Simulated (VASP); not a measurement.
Write the native input for VASP 6.6.1 that does the following.

| Item | Value |
| --- | --- |
| Task | single point |
| Functional | r2SCAN |
| Potentials or basis | VASP PAW PBE potentials, release 64 (Pb_d, F) |
| Cutoff | 520 eV |
| k mesh | 8 × 8 × 8 |
| Occupations | gaussian, width 0.01 eV |
| Spin | no spin polarisation |
| Dipole correction | no |
| Further INCAR settings | ALGO = Normal; EDIFF = 1e-06; NBANDS = 21 |

PbF2 (Fluorocronite):

```
Pb F
1.0
     0.00000    2.94581    2.94581
     2.94581    0.00000    2.94581
     2.94581    2.94581    0.00000
Pb F
1 2
Direct
  0.00000 0.00000 0.00000
  0.25000 0.25000 0.25000
  0.75000 0.75000 0.75000
```

These files were run (other wordings do the same):

POSCAR

```
PbF2
1.0
    0.0000000000      2.9458082862      2.9458082862
    2.9458082862      0.0000000000      2.9458082862
    2.9458082862      2.9458082862      0.0000000000
Pb F
1 2
Direct
    0.0000000000      0.0000000000      0.0000000000
    0.2500000000      0.2500000000      0.2500000000
    0.7500000000      0.7500000000      0.7500000000
```

INCAR.step1

```
PREC = Accurate
ENCUT = 520
ISMEAR = 0
SIGMA = 0.01
LREAL = False
LASPH = True
NELM = 80
NBANDS = 21
GGA = PE
ALGO = Normal
EDIFF = 1E-4
LWAVE = True
LCHARG = False
```

INCAR.step2

```
PREC = Accurate
ENCUT = 520
EDIFF = 1E-6
ISMEAR = 0
SIGMA = 0.01
LREAL = False
LASPH = True
NELM = 80
ALGO = Normal
ISIF = 2
LWAVE = False
LCHARG = False
METAGGA = R2SCAN
LMIXTAU = True
NBANDS = 21
ISTART = 1
```

KPOINTS

```
regular mesh
0
Gamma
  8 8 8
```

Potentials or basis: VASP PAW PBE potentials, release 64 (Pb_d, F).

Run with:

```sh
$ cat potpaw_PBE.64/Pb_d/POTCAR potpaw_PBE.64/F/POTCAR > POTCAR
$ cp INCAR.step1 INCAR
$ mpirun -np 1 vasp_std > vasp.out
$ cp INCAR.step2 INCAR
$ mpirun -np 1 vasp_std > vasp.out
```

It gave:

* Pressure: 1.1 GPa
* Band gap on the k mesh: 4.93 eV, indirect (least direct gap 5.07 eV)

Caveat: the PAW data sets were made with another functional, which shifts forces and pressure a little; spin-orbit coupling is left out, which moves the levels of the heavy elements.

Wall time 81 s on 1 thread of Intel(R) Xeon(R) Platinum 8259CL CPU @ 2.50GHz (Skylake/Cascade Lake), with other jobs on the host, peak memory 0.19 GiB.
